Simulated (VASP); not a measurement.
# CsNdBr4 (P4/mmm) in VASP: further runs

The runs below take CsNdBr4 through single point, with PBE.

Program: VASP 6.6.1. These are calculated values, not measurements. Logs are shortened: lines on timing, memory, paths and dates and some standing lists are left out, and cuts for length are marked.

### Step 1. The cell of the first run

It takes space group P4/mmm (No. 123, tetragonal). Conventional cell: a = 4.808 Å, b = 4.808 Å, c = 8.339 Å, α = 90.00°, β = 90.00°, γ = 90.00°. Within 3.1 Å of Cs (site symmetry 4/mmm) lie 6 Br at 2.35 to 2.40 Å. Nd (site symmetry 4/mmm) has 16 Br at 3.86 to 4.81 Å and 4 Nd at 4.81 Å within 5.1 Å. Br (site symmetry 4mm) has 1 Cs at 2.35 Å within 3.1 Å. Br (site symmetry mmm) has 2 Cs at 2.40 Å within 3.2 Å.

The cell was built from a structure type or drawn by symmetry, and may not be a known phase.

### Step 2. Single point, PBE

INCAR reads:

```
SYSTEM = CsNdBr4
ALGO = Normal
EDIFF = 1E-6
ENCUT = 500
GGA = PE
GGA_COMPAT = .False.
ISIF = 2
ISMEAR = 0
LASPH = .True.
LCHARG = .False.
LMAXMIX = 6
LREAL = .False.
LWAVE = .False.
NBANDS = 33
NELM = 200
PREC = Accurate
SIGMA = 0.1
```

KPOINTS reads:

```
k-points
0
Gamma
  4 4 2
  0 0 0
```

POSCAR reads:

```
CsNdBr4
1.0
    4.8082275800      0.0000000000      0.0000000000
    0.0000000000      4.8082275800      0.0000000000
    0.0000000000      0.0000000000      8.3385487300
Cs Nd Br
1 1 4
Direct
    0.0000000000      0.0000000000      0.0000000000
    0.5000000000      0.5000000000      0.5000000000
    0.0000000000      0.0000000000      0.7185918700
    0.0000000000      0.0000000000      0.2814081300
    0.5000000000      0.0000000000      0.0000000000
    0.0000000000      0.5000000000      0.0000000000
```

Potentials or basis: VASP PAW PBE potentials, release 64 (Cs_sv, Nd_3, Br), 4f in core.

Launch:

```bash
$ cat potpaw_PBE.64/Cs_sv/POTCAR potpaw_PBE.64/Nd_3/POTCAR potpaw_PBE.64/Br/POTCAR > POTCAR
$ mpirun -np 1 vasp_std > vasp.out
```

OUTCAR:

```text
SYSTEM = CsNdBr4
   EDIFF = 1E-6
   ENCUT = 500
   GGA = PE
   ISIF = 2
   ISMEAR = 0
   LASPH = .True.
   LREAL = .False.
   NELM = 200
   PREC = Accurate

 ion  position               nearest neighbor table
   1  0.000  0.000  0.000-   3 2.35   4 2.35   5 2.40   6 2.40   6 2.40   5 2.40
   2  0.500  0.500  0.500-
   3  0.000  0.000  0.719-   1 2.35
   4  0.000  0.000  0.281-   1 2.35
   5  0.500  0.000  0.000-   1 2.40   1 2.40
   6  0.000  0.500  0.000-   1 2.40   1 2.40

  LATTYP: Found a simple tetragonal cell.
 ALAT       =     4.8082275800
 C/A-ratio  =     1.7342250530

  Lattice vectors:

 A1 = (   4.8082275800,   0.0000000000,   0.0000000000)
 A2 = (   0.0000000000,   4.8082275800,   0.0000000000)
 A3 = (   0.0000000000,   0.0000000000,   8.3385487300)

Analysis of symmetry for initial positions (statically):
=====================================================================
 Subroutine PRICEL returns:
 Original cell was already a primitive cell.

 Routine SETGRP: Setting up the symmetry group for a
 simple tetragonal supercell.

 Subroutine GETGRP returns: Found 16 space group operations
 (whereof 16 operations were pure point group operations)
 out of a pool of 16 trial point group operations.

The static configuration has the point symmetry D_4h.

Analysis of symmetry for dynamics (positions and initial velocities):
=====================================================================
 Subroutine PRICEL returns:
 Original cell was already a primitive cell.

 Routine SETGRP: Setting up the symmetry group for a
 simple tetragonal supercell.

 Subroutine GETGRP returns: Found 16 space group operations
 (whereof 16 operations were pure point group operations)
 out of a pool of 16 trial point group operations.

The dynamic configuration has the point symmetry D_4h.

 Subroutine INISYM returns: Found 16 space group operations
 (whereof 16 operations are pure point group operations),
 and found     1 'primitive' translations

----------------------------------------------------------------------------------------

                                     Primitive cell

  volume of cell :     192.7793

  direct lattice vectors                    reciprocal lattice vectors
     4.808227580  0.000000000  0.000000000     0.207976845  0.000000000  0.000000000
[... 82 lines left out ...]
   LREAL  =      F    real-space projection
   EDIFFG = 0.1E-04   stopping-criterion for IOM
   NSW    =      0    number of steps for IOM
   IBRION =     -1    ionic relax: 0-MD 1-quasi-New 2-CG
   NFREE  =      0    steps in history (QN), initial steepest desc. (CG)
   ISIF   =      2    stress and relaxation
   ISYM   =      2    0-nonsym 1-usesym 2-fastsym
   POTIM  = 0.5000    time-step for ionic-motion
   TEBEG  =    0.0;   TEEND  =   0.0 temperature during run
   PSTRESS=    0.0 pullay stress
   NELECT =      48.0000    total number of electrons
   NUPDOWN=      -1.0000    fix difference up-down
   EMIN   =  10.00;   EMAX   =-10.00  energy-range for DOS
   EFERMI =   0.00;   METHOD = LEGACY
   ISMEAR =     0;   SIGMA  =   0.10  broadening in eV -4-tet -1-fermi 0-gaus
   EFERMI_NEDOS =   21; number of points for ismear=-14 and -15
   IALGO  =     38    algorithm
   IMIX   =      4    mixing-type and parameters
     AMIX     =   0.40;   BMIX     =  1.00
     AMIX_MAG =   1.60;   BMIX_MAG =  1.00
  volume/ion in A,a.u.               =      32.13       216.82
  Fermi-wavevector in a.u.,A,eV,Ry     =   1.029916  1.946259 14.432062  1.060727
  Thomas-Fermi vector in A             =   2.163988
   LORBIT       =      0    0 simple, 1 ext, 2 COOP (PROOUT), +10 PAW based schemes
   GGA     = PE    functional components
   LHFCALC =     F    Hartree Fock is set to
   AEXX    =    0.0000 exact exchange contribution
   IVDW    =     0    specifies the selected vdW correction
   LEPSILON=     F    determine dielectric tensor
   LRPA    =     F    only Hartree local field effects (RPA)
 non-spin polarized calculation
 Gauss-broadening in eV      SIGMA  =   0.10
  energy-cutoff  :      500.00
  volume of cell :      192.78
 maximum number of plane-waves:      4944
 NGX is ok and might be reduce to    36
   NGX = 17   NGY = 17   NGZ = 31

 number of electron      47.9999996 magnetization

 Free energy of the ion-electron system (eV)
  ---------------------------------------------------
  ext. energy  EPLUGINS =         0.00000000
  ---------------------------------------------------
  free energy    TOTEN  =        -0.65167522 eV

  energy without entropy =       -0.60653977  energy(sigma->0) =       -0.62910750

 E-fermi :   3.8399     XC(G=0):  -8.5423

 val. band max:        3.7770067571   @ k =   0.2500   0.2500   0.0000
 cond. band min:       3.8446142687   @ k =   0.2500   0.0000   0.0000
 fundamental gap:      0.0676075117
 Fermi energy:         3.8399150127

 k-point     1 :       0.0000    0.0000    0.0000
  band No.  band energies     occupation
      1     -36.6748      2.00000
      2     -20.6209      2.00000
      3     -17.8436      2.00000
      4     -17.5771      2.00000
      5     -17.5771      2.00000
      6     -14.0321      2.00000
[... 421 lines left out ...]
     32       6.4370      0.00000
     33       7.2125      0.00000

------------------------ aborting loop because EDIFF is reached ----------------------------------------

  FORCE on cell =-STRESS in cart. coord.  units (eV):
  Direction    XX          YY          ZZ          XY          YZ          ZX
  --------------------------------------------------------------------------------------
  -------------------------------------------------------------------------------------
  Total       34.4915749     34.4915749     45.8802543      0.0000000      0.0000000      0.0000000
  in kB      286.6573659    286.6573659    381.3079827      0.0000000      0.0000000      0.0000000
  external PRESSURE =     318.2075715 kB  Pullay stress =       0.0000000 kB

 VOLUME and BASIS-vectors are now :
 -----------------------------------------------------------------------------
  energy-cutoff  :      500.00
  volume of cell :      192.78
      direct lattice vectors                 reciprocal lattice vectors
     4.808227580  0.000000000  0.000000000     0.207976845  0.000000000  0.000000000
     0.000000000  4.808227580  0.000000000     0.000000000  0.207976845  0.000000000
     0.000000000  0.000000000  8.338548730     0.000000000  0.000000000  0.119924945

 POSITION                                       TOTAL-FORCE (eV/Angst)
 -----------------------------------------------------------------------------------
      0.00000      0.00000      0.00000         0.000000      0.000000     -0.000000
      2.40411      2.40411      4.16927         0.000000      0.000000     -0.000000
      0.00000      0.00000      5.99201        -0.000000      0.000000    -10.024991
      0.00000      0.00000      2.34654         0.000000      0.000000     10.024991
      2.40411      0.00000      0.00000         0.000000      0.000000     -0.000000
      0.00000      2.40411      0.00000         0.000000      0.000000     -0.000000
 -----------------------------------------------------------------------------------
    total drift:                                0.000000      0.000000     -0.000000

  FREE ENERGIE OF THE ION-ELECTRON SYSTEM (eV)
  ---------------------------------------------------
  free  energy   TOTEN  =        -0.6516752242 eV

  energy  without entropy=       -0.6065397725  energy(sigma->0) =       -0.62910750
```

stdout:

```text
POSCAR found type information on POSCAR CsNdBr
 POSCAR found :  3 types and       6 ions
 scaLAPACK will be used
 LDA part: xc-table for (Slater+PW92), standard interpolation
 POSCAR, INCAR and KPOINTS ok, starting setup
 FFT: planning ... GRIDC
 FFT: planning ... GRID_SOFT
 FFT: planning ... GRID
 WAVECAR not read
 entering main loop
```

Run time: 41 s. Hardware: 1 thread of Intel Xeon 6975P-C (Granite Rapids), shared host; peak memory 0.3 GiB.

Results:

| Item | Value |
| --- | --- |
| Free energy | -0.6517 eV |
| Pressure | 31.8 GPa |
| Largest force | 10.025 eV/Å |
| Band gap on the k mesh | zero (bands 24 and 25 overlap by 0.25 eV) |

Forces in eV/Å, atoms in the order of the input:
```
Cs    0.000   0.000   0.000
Nd    0.000   0.000   0.000
Br    0.000   0.000 -10.025
Br    0.000   0.000  10.025
Br    0.000   0.000   0.000
Br    0.000   0.000   0.000
```

Stress tensor (GPa, compression positive):
```
28.67  0.00  0.00
 0.00 28.67  0.00
 0.00  0.00 38.13
```

Caveat: the k points lie up to 0.38 Å⁻¹ apart; spin-orbit coupling is left out, which moves the levels of the heavy elements; the 4f electrons are frozen in the core, so they carry no moment and show no levels; the run has no spin polarisation, though such a crystal can be magnetic; forces of over 1 eV/Å act on the atoms, so gaps and moduli don't describe the material at rest.

### Step 3. Single point, PBE

This run uses another cell than the first one, of 55.92 Å³/atom.

INCAR reads:

```
SYSTEM = CsNdBr4
PREC = Accurate
ENCUT = 500
EDIFF = 1E-6
ISMEAR = 0
SIGMA = 0.1
LREAL = .FALSE.
LASPH = .TRUE.
NELM = 200
ALGO = Normal
ISIF = 2
LWAVE = .FALSE.
LCHARG = .TRUE.
GGA = PE
LELF = .TRUE.
LVHAR = .TRUE.
NBANDS = 33
GGA_COMPAT = .FALSE.
LMAXMIX = 6
```

KPOINTS reads:

```
Automatic mesh
0
G
  4 4 2
  0 0 0
```

POSCAR reads:

```
CsNdBr4
1.0
    5.6566187912      0.0000000000      0.0000000000
    0.0000000000      5.6566187912      0.0000000000
    0.0000000000      0.0000000000     10.4853049068
Cs Nd Br
1 1 4
Direct
    0.0000000000      0.0000000000      0.0000000000
    0.5000000000      0.5000000000      0.5000000000
    0.0000000000      0.0000000000      0.6604344620
    0.0000000000      0.0000000000      0.3395655380
    0.5000000000      0.0000000000      0.0000000000
    0.0000000000      0.5000000000      0.0000000000
```

Potentials or basis: VASP PAW PBE potentials, release 64 (Cs_sv, Nd_3, Br), 4f in core.

Launch:

```bash
$ cat potpaw_PBE.64/Cs_sv/POTCAR potpaw_PBE.64/Nd_3/POTCAR potpaw_PBE.64/Br/POTCAR > POTCAR
$ mpirun -np 1 vasp_std > vasp.out
```

OUTCAR:

```text
SYSTEM = CsNdBr4
   PREC = Accurate
   ENCUT = 500
   EDIFF = 1E-6
   ISMEAR = 0
   LREAL = .FALSE.
   LASPH = .TRUE.
   NELM = 200
   ISIF = 2
   GGA = PE

 ion  position               nearest neighbor table
   1  0.000  0.000  0.000-   5 2.83   6 2.83   6 2.83   5 2.83
   2  0.500  0.500  0.500-
   3  0.000  0.000  0.660-
   4  0.000  0.000  0.340-
   5  0.500  0.000  0.000-   1 2.83   1 2.83
   6  0.000  0.500  0.000-   1 2.83   1 2.83

  LATTYP: Found a simple tetragonal cell.
 ALAT       =     5.6566187912
 C/A-ratio  =     1.8536347054

  Lattice vectors:

 A1 = (   5.6566187912,   0.0000000000,   0.0000000000)
 A2 = (   0.0000000000,   5.6566187912,   0.0000000000)
 A3 = (   0.0000000000,   0.0000000000,  10.4853049068)

Analysis of symmetry for initial positions (statically):
=====================================================================
 Subroutine PRICEL returns:
 Original cell was already a primitive cell.

 Routine SETGRP: Setting up the symmetry group for a
 simple tetragonal supercell.

 Subroutine GETGRP returns: Found 16 space group operations
 (whereof 16 operations were pure point group operations)
 out of a pool of 16 trial point group operations.

The static configuration has the point symmetry D_4h.

Analysis of symmetry for dynamics (positions and initial velocities):
=====================================================================
 Subroutine PRICEL returns:
 Original cell was already a primitive cell.

 Routine SETGRP: Setting up the symmetry group for a
 simple tetragonal supercell.

 Subroutine GETGRP returns: Found 16 space group operations
[... 114 lines left out ...]
   EFERMI_NEDOS =   21; number of points for ismear=-14 and -15
   IALGO  =     38    algorithm
   IMIX   =      4    mixing-type and parameters
     AMIX     =   0.40;   BMIX     =  1.00
     AMIX_MAG =   1.60;   BMIX_MAG =  1.00
  volume/ion in A,a.u.               =      55.92       377.35
  Fermi-wavevector in a.u.,A,eV,Ry     =   0.856230  1.618039  9.974829  0.733129
  Thomas-Fermi vector in A             =   1.973100
   LORBIT       =      0    0 simple, 1 ext, 2 COOP (PROOUT), +10 PAW based schemes
   GGA     = PE    functional components
   LHFCALC =     F    Hartree Fock is set to
   AEXX    =    0.0000 exact exchange contribution
   IVDW    =     0    specifies the selected vdW correction
   LEPSILON=     F    determine dielectric tensor
   LRPA    =     F    only Hartree local field effects (RPA)
 non-spin polarized calculation
 Gauss-broadening in eV      SIGMA  =   0.10
  energy-cutoff  :      500.00
  volume of cell :      335.50
 maximum number of plane-waves:      8590
 NGX is ok and might be reduce to    42
   NGX = 21   NGY = 21   NGZ = 39

 number of electron      47.9999993 magnetization

 Free energy of the ion-electron system (eV)
  ---------------------------------------------------
  ext. energy  EPLUGINS =         0.00000000
  ---------------------------------------------------
  free energy    TOTEN  =       -12.44378079 eV

  energy without entropy =      -12.39415308  energy(sigma->0) =      -12.41896693

 E-fermi :  -0.7201     XC(G=0):  -6.3262

 val. band max:       -0.7758457865   @ k =   0.0000   0.0000   0.5000
 cond. band min:      -0.7157034428   @ k =   0.5000   0.0000   0.0000
 fundamental gap:      0.0601423438
 Fermi energy:        -0.7200734736

 k-point     1 :       0.0000    0.0000    0.0000
  band No.  band energies     occupation
      1     -41.9917      2.00000
      2     -23.0305      2.00000
      3     -22.8744      2.00000
      4     -22.8744      2.00000
      5     -21.0937      2.00000
      6     -14.5731      2.00000
[... 421 lines left out ...]
     32       2.8579      0.00000
     33       3.1332      0.00000

------------------------ aborting loop because EDIFF is reached ----------------------------------------

  FORCE on cell =-STRESS in cart. coord.  units (eV):
  Direction    XX          YY          ZZ          XY          YZ          ZX
  --------------------------------------------------------------------------------------
  -------------------------------------------------------------------------------------
  Total        0.9739807      0.9739807      0.7431043      0.0000000     -0.0000000     -0.0000000
  in kB        4.6512109      4.6512109      3.5486686      0.0000000     -0.0000000     -0.0000000
  external PRESSURE =       4.2836968 kB  Pullay stress =       0.0000000 kB

 VOLUME and BASIS-vectors are now :
 -----------------------------------------------------------------------------
  energy-cutoff  :      500.00
  volume of cell :      335.50
      direct lattice vectors                 reciprocal lattice vectors
     5.656618791  0.000000000  0.000000000     0.176784054  0.000000000  0.000000000
     0.000000000  5.656618791  0.000000000     0.000000000  0.176784054  0.000000000
     0.000000000  0.000000000 10.485304907     0.000000000  0.000000000  0.095371571

 POSITION                                       TOTAL-FORCE (eV/Angst)
 -----------------------------------------------------------------------------------
      0.00000      0.00000      0.00000        -0.000000      0.000000      0.000000
      2.82831      2.82831      5.24265        -0.000000      0.000000      0.000000
      0.00000      0.00000      6.92486         0.000000     -0.000000     -0.010111
      0.00000      0.00000      3.56045        -0.000000     -0.000000      0.010111
      2.82831      0.00000      0.00000        -0.000000      0.000000      0.000000
      0.00000      2.82831      0.00000        -0.000000      0.000000      0.000000
 -----------------------------------------------------------------------------------
    total drift:                               -0.000000      0.000000     -0.000000

  FREE ENERGIE OF THE ION-ELECTRON SYSTEM (eV)
  ---------------------------------------------------
  free  energy   TOTEN  =       -12.4437807865 eV

  energy  without entropy=      -12.3941530770  energy(sigma->0) =      -12.41896693
```

OSZICAR:

```text
N       E                     dE             d eps       ncg     rms          rms(c)
DAV:   1     0.365879723602E+03    0.36588E+03   -0.18338E+04   800   0.114E+03
DAV:   2     0.251112294670E+02   -0.34077E+03   -0.32577E+03  1089   0.228E+02
DAV:   3    -0.178635125101E+02   -0.42975E+02   -0.42409E+02  1221   0.798E+01
DAV:   4    -0.189257530963E+02   -0.10622E+01   -0.10595E+01  1021   0.133E+01
[... 22 lines left out ...]
DAV:  27    -0.124437955106E+02    0.28460E-05   -0.13526E-05   828   0.108E-02    0.796E-03
DAV:  28    -0.124437937159E+02    0.17946E-05   -0.44528E-07   529   0.236E-03    0.763E-03
DAV:  29    -0.124437837930E+02    0.99229E-05   -0.74675E-06   841   0.104E-02    0.592E-03
DAV:  30    -0.124437814950E+02    0.22980E-05   -0.33709E-06   859   0.605E-03    0.741E-03
DAV:  31    -0.124437807865E+02    0.70856E-06   -0.12715E-06   633   0.429E-03
   1 F= -.12443781E+02 E0= -.12418967E+02  d E =-.496277E-01
```

stdout:

```text
POSCAR found type information on POSCAR CsNdBr
 POSCAR found :  3 types and       6 ions
 scaLAPACK will be used
 LDA part: xc-table for (Slater+PW92), standard interpolation
 POSCAR, INCAR and KPOINTS ok, starting setup
 FFT: planning ... GRIDC
 FFT: planning ... GRID_SOFT
 FFT: planning ... GRID
 WAVECAR not read
 entering main loop
```

Wall time 3.1 min (1 thread of Intel Xeon 6975P-C (Granite Rapids), shared host); peak memory 0.45 GiB.

Results:

| Quantity | Value |
| --- | --- |
| Free energy | -12.4438 eV |
| Pressure | 0.4 GPa |
| Largest force | 0.010 eV/Å |

Forces in eV/Å, atoms in the order of the input:
```
Cs   0.000  0.000  0.000
Nd   0.000  0.000  0.000
Br   0.000  0.000 -0.010
Br   0.000  0.000  0.010
Br   0.000  0.000  0.000
Br   0.000  0.000  0.000
```

Caveat: spin-orbit coupling is left out, which moves the levels of the heavy elements; the 4f electrons are frozen in the core, so they carry no moment and show no levels; the run has no spin polarisation, though such a crystal can be magnetic. Spin polarisation is off, so any magnetic state and its effect on volume and gap are missing.
